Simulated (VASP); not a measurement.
# MoS2 (P-3m1) in VASP: a series of runs

The runs below take MoS2 through single point, with PBEsol.

Everything below comes from runs of VASP 6.6.1. Logs are shortened: lines on timing, memory, paths and dates and some standing lists are left out, and cuts for length are marked.

## 1. The cell of the first run

It takes space group P-3m1 (No. 164, trigonal). The conventional cell has a = 3.254 Å, b = 3.254 Å, c = 6.365 Å, α = 90.00°, β = 90.00°, γ = 120.00°. Within 3.2 Å of Mo (site symmetry -3m) lie 6 S at 2.44 Å. Within 3.2 Å of S (site symmetry 3m) lie 3 Mo at 2.44 Å.

## 2. Single point, PBEsol

The input, INCAR:

```
ALGO = Normal
EDIFF = 1E-7
ENCUT = 520
GGA = PS
ISIF = 2
ISMEAR = 1
LASPH = T
LCHARG = F
LREAL = F
LWAVE = F
NBANDS = 20
NELM = 80
PREC = Accurate
SIGMA = 0.15
```

The input, KPOINTS:

```
k-points
0
Gamma
  10 10 5
```

The input, POSCAR:

```
MoS2
1.0
    3.2541394741      0.0000000000      0.0000000000
   -1.6270692329      2.8181667666      0.0000000000
    0.0000000000      0.0000000000      6.3646445643
Mo S
1 2
Direct
    0.0000000000      0.0000000000      0.5000000000
    0.3333333333      0.6666666667      0.2553190000
    0.6666666667      0.3333333333      0.7446810000
```

Potentials or basis: VASP PAW PBE potentials, release 64 (Mo_sv, S).

Run with:

```
$ cat potpaw_PBE.64/Mo_sv/POTCAR potpaw_PBE.64/S/POTCAR > POTCAR
$ mpirun -np 1 vasp_std > vasp.out
```

OUTCAR:

```text
EDIFF = 1E-7
   ENCUT = 520
   GGA = PS
   ISIF = 2
   ISMEAR = 1
   LASPH = T
   LREAL = F
   NELM = 80
   PREC = Accurate

 ion  position               nearest neighbor table
   1  0.000  0.000  0.500-   2 2.44   3 2.44   3 2.44   2 2.44   3 2.44   2 2.44
   2  0.333  0.667  0.255-   1 2.44   1 2.44   1 2.44
   3  0.667  0.333  0.745-   1 2.44   1 2.44   1 2.44

  LATTYP: Found a hexagonal cell.
 ALAT       =     3.2541394741
 C/A-ratio  =     1.9558610241

  Lattice vectors:

 A1 = (   3.2541394741,   0.0000000000,   0.0000000000)
 A2 = (  -1.6270692329,   2.8181667666,   0.0000000000)
 A3 = (   0.0000000000,   0.0000000000,   6.3646445643)

Analysis of symmetry for initial positions (statically):
=====================================================================
 Subroutine PRICEL returns:
 Original cell was already a primitive cell.

 Routine SETGRP: Setting up the symmetry group for a
 hexagonal supercell.

 Subroutine GETGRP returns: Found 12 space group operations
 (whereof 12 operations were pure point group operations)
 out of a pool of 24 trial point group operations.

The static configuration has the point symmetry D_3d.

Analysis of symmetry for dynamics (positions and initial velocities):
=====================================================================
 Subroutine PRICEL returns:
 Original cell was already a primitive cell.

 Routine SETGRP: Setting up the symmetry group for a
 hexagonal supercell.

 Subroutine GETGRP returns: Found 12 space group operations
 (whereof 12 operations were pure point group operations)
 out of a pool of 24 trial point group operations.

The dynamic configuration has the point symmetry D_3d.

 Subroutine INISYM returns: Found 12 space group operations
 (whereof 12 operations are pure point group operations),
 and found     1 'primitive' translations

----------------------------------------------------------------------------------------

                                     Primitive cell

  volume of cell :      58.3683

  direct lattice vectors                    reciprocal lattice vectors
     3.254139474  0.000000000  0.000000000     0.307300903  0.177420247  0.000000000
    -1.627069233  2.818166767  0.000000000     0.000000000  0.354840605  0.000000000
     0.000000000  0.000000000  6.364644564     0.000000000  0.000000000  0.157117965

  length of vectors
     3.254139474  3.254138628  6.364644564     0.354840513  0.354840605  0.157117965

  position of ions in fractional coordinates (direct lattice)
     0.000000000  0.000000000  0.500000000
     0.333333333  0.666666667  0.255319000
     0.666666667  0.333333333  0.744681000

  ion indices of the primitive-cell ions
   primitive index   ion index
                 1           1
                 2           2
                 3           3

----------------------------------------------------------------------------------------

 KPOINTS: k-points

Automatic generation of k-mesh.
 Grid dimensions read from file:
 generate k-points for:   10   10    5

 Generating k-lattice:

  Cartesian coordinates                     Fractional coordinates (reciprocal lattice)
     0.030730090  0.017742025  0.000000000     0.100000000  0.000000000  0.000000000
     0.000000000  0.035484060  0.000000000     0.000000000  0.100000000  0.000000000
     0.000000000  0.000000000  0.031423593     0.000000000  0.000000000  0.200000000

  Length of vectors
     0.035484051  0.035484060  0.031423593

  Shift w.r.t. Gamma in fractional coordinates (k-lattice)
     0.000000000  0.000000000  0.000000000

 Subroutine IBZKPT returns following result:
 ===========================================

 Found     58 irreducible k-points:

 Following reciprocal coordinates:
            Coordinates               Weight
  0.000000  0.000000  0.000000      1.000000
  0.100000  0.000000  0.000000      6.000000
  0.200000  0.000000  0.000000      6.000000
  0.300000  0.000000  0.000000      6.000000
  0.400000 -0.000000  0.000000      6.000000
  0.500000  0.000000  0.000000      3.000000
[... 16 lines left out ...]
  0.000000  0.400000  0.200000      6.000000
  0.500000  0.000000  0.200000      6.000000
 [... further k-points ...]
   k-points           NKPTS =     58   k-points in BZ     NKDIM =     58   number of bands    NBANDS=     20
   number of dos      NEDOS =    301   number of ions     NIONS =      3
   total plane-waves  NPLWV =  27648
   dimension x,y,z NGX =    24 NGY =   24 NGZ =   48
   dimension x,y,z NGXF=    48 NGYF=   48 NGZF=   96
   ions per type =               1   2
   NGX,Y,Z   is equivalent  to a cutoff of  12.26, 12.26, 12.54 a.u.
   NGXF,Y,Z  is equivalent  to a cutoff of  24.52, 24.52, 25.08 a.u.
 SYSTEM =  unknown system
   PREC   = accura    normal or accurate (medium, high low for compatibility)
   ISTART =      0    job   : 0-new  1-cont  2-samecut
   ICHARG =      2    charge: 1-file 2-atom 10-const
   ISPIN  =      1    spin polarized calculation?
   LNONCOLLINEAR =      F non collinear calculations
   LSORBIT =      F    spin-orbit coupling
   LASPH  =      T    aspherical Exc in radial PAW
   ENCUT  =  520.0 eV  38.22 Ry    6.18 a.u.   6.05  6.05 11.83*2*pi/ulx,y,z
   NELM   =     80;   NELMIN=  2; NELMDL= -5     # of ELM steps
   EDIFF  = 0.1E-06   stopping-criterion for ELM
   LREAL  =      F    real-space projection
   EDIFFG = 0.1E-05   stopping-criterion for IOM
   NSW    =      0    number of steps for IOM
   IBRION =     -1    ionic relax: 0-MD 1-quasi-New 2-CG
   NFREE  =      0    steps in history (QN), initial steepest desc. (CG)
   ISIF   =      2    stress and relaxation
   ISYM   =      2    0-nonsym 1-usesym 2-fastsym
   POTIM  = 0.5000    time-step for ionic-motion
   TEBEG  =    0.0;   TEEND  =   0.0 temperature during run
   PSTRESS=    0.0 pullay stress
   NELECT =      26.0000    total number of electrons
   NUPDOWN=      -1.0000    fix difference up-down
   EMIN   =  10.00;   EMAX   =-10.00  energy-range for DOS
   EFERMI =   0.00;   METHOD = LEGACY
   ISMEAR =     1;   SIGMA  =   0.15  broadening in eV -4-tet -1-fermi 0-gaus
   EFERMI_NEDOS =   21; number of points for ismear=-14 and -15
   IALGO  =     38    algorithm
   IMIX   =      4    mixing-type and parameters
     AMIX     =   0.40;   BMIX     =  1.00
     AMIX_MAG =   1.60;   BMIX_MAG =  1.00
  volume/ion in A,a.u.               =      19.46       131.30
  Fermi-wavevector in a.u.,A,eV,Ry     =   1.250279  2.362685 21.268595  1.563198
  Thomas-Fermi vector in A             =   2.384281
   LORBIT       =      0    0 simple, 1 ext, 2 COOP (PROOUT), +10 PAW based schemes
   GGA     = PS    functional components
   LHFCALC =     F    Hartree Fock is set to
   AEXX    =    0.0000 exact exchange contribution
   IVDW    =     0    specifies the selected vdW correction
   LEPSILON=     F    determine dielectric tensor
   LRPA    =     F    only Hartree local field effects (RPA)
 non-spin polarized calculation
 Methfessel and Paxton  Order N= 1 SIGMA  =   0.15
  energy-cutoff  :      520.00
  volume of cell :       58.37
 maximum number of plane-waves:      1596
   NGX = 13   NGY = 13   NGZ = 23

 number of electron      26.0000002 magnetization

 Free energy of the ion-electron system (eV)
  ---------------------------------------------------
  ext. energy  EPLUGINS =         0.00000000
  ---------------------------------------------------
  free energy    TOTEN  =       -22.52725468 eV

  energy without entropy =      -22.53047236  energy(sigma->0) =      -22.52832724

 E-fermi :   6.6016     XC(G=0): -10.5044

 val. band max:        6.5474613588   @ k =   0.2000   0.2000   0.4000
 cond. band min:       6.6500300568   @ k =   0.1000   0.0000   0.2000
 fundamental gap:      0.1025686980
 Fermi energy:         6.6015678026

 k-point     1 :       0.0000    0.0000    0.0000
  band No.  band energies     occupation
      1     -55.1791      2.00000
      2     -29.2176      2.00000
      3     -29.2136      2.00000
      4     -29.2136      2.00000
      5      -8.1305      2.00000
      6      -6.7397      2.00000
[... 12 lines left out ...]
     19      12.4992      0.00000
     20      16.0685      0.00000

 k-point     2 :       0.1000    0.0000    0.0000
  band No.  band energies     occupation
      1     -55.1765      2.00000
      2     -29.2426      2.00000
      3     -29.2203      2.00000
      4     -29.2120      2.00000
      5      -7.9852      2.00000
      6      -6.7068      2.00000
[... 12 lines left out ...]
     19      13.2345      0.00000
     20      15.6322      0.00000

 k-point     3 :       0.2000    0.0000    0.0000
  band No.  band energies     occupation
      1     -55.1695      2.00000
      2     -29.3177      2.00000
      3     -29.2377      2.00000
      4     -29.1973      2.00000
      5      -7.5808      2.00000
      6      -6.6160      2.00000
[... 12 lines left out ...]
     19      14.1104      0.00000
     20      15.2787      0.00000

 k-point     4 :       0.3000    0.0000    0.0000
  band No.  band energies     occupation
      1     -55.1608      2.00000
      2     -29.4093      2.00000
      3     -29.2591      2.00000
      4     -29.1790      2.00000
      5      -7.0348      2.00000
      6      -6.4700      2.00000
[... 12 lines left out ...]
     19      13.7097      0.00000
     20      14.3329      0.00000

 k-point     5 :       0.4000   -0.0000    0.0000
  band No.  band energies     occupation
      1     -55.1538      2.00000
      2     -29.4824      2.00000
      3     -29.2764      2.00000
      4     -29.1642      2.00000
      5      -6.6555      2.00000
      6      -6.1827      2.00000
[... 12 lines left out ...]
     19      13.1459      0.00000
     20      14.3714      0.00000

 k-point     6 :       0.5000    0.0000    0.0000
  band No.  band energies     occupation
      1     -55.1511      2.00000
      2     -29.5101      2.00000
      3     -29.2829      2.00000
      4     -29.1586      2.00000
      5      -6.5726      2.00000
      6      -5.9687      2.00000
[... 12 lines left out ...]
     19      13.2088      0.00000
     20      14.7936      0.00000

 k-point     7 :       0.1000    0.1000    0.0000
  band No.  band energies     occupation
      1     -55.1716      2.00000
      2     -29.2925      2.00000
      3     -29.2345      2.00000
      4     -29.2018      2.00000
      5      -7.7094      2.00000
      6      -6.6455      2.00000
[... 12 lines left out ...]
     19      14.2690      0.00000
     20      15.3754      0.00000
[... 277 lines left out ...]
 k-point    20 :       0.3000    0.0000    0.2000
  band No.  band energies     occupation
      1     -55.1608      2.00000
      2     -29.4093      2.00000
      3     -29.2591      2.00000
      4     -29.1791      2.00000
      5      -7.0379      2.00000
      6      -6.4610      2.00000
[... 12 lines left out ...]
     19      13.3003      0.00000
     20      15.4559      0.00000

 k-point    21 :       0.0000    0.3000    0.2000
  band No.  band energies     occupation
      1     -55.1608      2.00000
      2     -29.4093      2.00000
      3     -29.2591      2.00000
      4     -29.1791      2.00000
      5      -6.9602      2.00000
      6      -6.5609      2.00000
[... 12 lines left out ...]
     19      14.1237      0.00000
     20      14.2915      0.00000

 k-point    22 :       0.4000   -0.0000    0.2000
  band No.  band energies     occupation
      1     -55.1538      2.00000
      2     -29.4824      2.00000
      3     -29.2764      2.00000
      4     -29.1643      2.00000
      5      -6.7058      2.00000
      6      -6.1147      2.00000
[... 12 lines left out ...]
     19      12.7951      0.00000
     20      15.1584      0.00000

 k-point    23 :       0.0000    0.4000    0.2000
  band No.  band energies     occupation
      1     -55.1538      2.00000
      2     -29.4824      2.00000
      3     -29.2764      2.00000
      4     -29.1643      2.00000
      5      -6.6212      2.00000
      6      -6.2250      2.00000
[... 12 lines left out ...]
     19      13.0821      0.00000
     20      14.0852      0.00000

 k-point    24 :       0.5000    0.0000    0.2000
  band No.  band energies     occupation
      1     -55.1511      2.00000
      2     -29.5101      2.00000
      3     -29.2829      2.00000
      4     -29.1586      2.00000
      5      -6.5943      2.00000
      6      -5.9390      2.00000
[... 12 lines left out ...]
     19      12.8143      0.00000
     20      14.1526      0.00000

 [... further k-points ...]
[... 5 lines left out ...]
  --------------------------------------------------------------------------------------
  -------------------------------------------------------------------------------------
  Total       -2.7291141     -2.7291128     -1.4569536     -0.0000005     -0.0000000      0.0000000
  in kB      -74.9126688    -74.9126324    -39.9925685     -0.0000134     -0.0000000      0.0000000
  external PRESSURE =     -63.2726232 kB  Pullay stress =       0.0000000 kB

 VOLUME and BASIS-vectors are now :
 -----------------------------------------------------------------------------
  energy-cutoff  :      520.00
  volume of cell :       58.37
      direct lattice vectors                 reciprocal lattice vectors
     3.254139474  0.000000000  0.000000000     0.307300903  0.177420247  0.000000000
    -1.627069233  2.818166767  0.000000000     0.000000000  0.354840605  0.000000000
     0.000000000  0.000000000  6.364644564     0.000000000  0.000000000  0.157117965

 POSITION                                       TOTAL-FORCE (eV/Angst)
 -----------------------------------------------------------------------------------
      0.00000      0.00000      3.18232         0.000000      0.000000      0.000000
      0.00000      1.87878      1.62501        -0.000000      0.000000      0.361584
      1.62707      0.93939      4.73963         0.000000     -0.000000     -0.361584
 -----------------------------------------------------------------------------------
    total drift:                                0.000000      0.000000      0.000000

  FREE ENERGIE OF THE ION-ELECTRON SYSTEM (eV)
  ---------------------------------------------------
  free  energy   TOTEN  =       -22.5272546758 eV

  energy  without entropy=      -22.5304723567  energy(sigma->0) =      -22.52832724
```

It took 21 s on 1 thread of Intel Xeon 6975P-C (Granite Rapids), shared host; peak memory 0.2 GiB.

Results:

```yaml
Free_energy: -22.5273 eV
Pressure: -6.3 GPa
Largest_force: 0.362 eV/Å
Band_gap_on_the_k_mesh: zero (band 13 reaches 6.92 eV, above the bottom of band 14 at 6.15 eV)
```

Forces on the atoms (eV/Å):
```
Mo   0.000  0.000  0.000
S    0.000  0.000  0.362
S    0.000  0.000 -0.362
```

Levels at points of the mesh, in eV from the Fermi level:
| k point | band 9 | band 10 | band 11 | band 12 | band 13 | band 14 | band 15 | band 16 | band 17 | band 18 |
| --- | --- | --- | --- | --- | --- | --- | --- | --- | --- | --- |
| (0.00, 0.00, 0.00) | -4.00 | -1.87 | -1.10 | -0.99 | -0.99 | -0.39 | -0.39 | 3.03 | 3.03 | 5.79 |
| (0.50, 0.00, 0.00) | -4.72 | -4.07 | -3.21 | -1.81 | -1.77 | 0.81 | 1.57 | 3.45 | 3.63 | 5.46 |

Caveat: the PAW data sets were made with another functional, which shifts forces and pressure a little; this functional lacks dispersion, which binds the layers, so the pressure and a relaxed spacing across them are unreliable.

(Continued in part 2 of 2.)
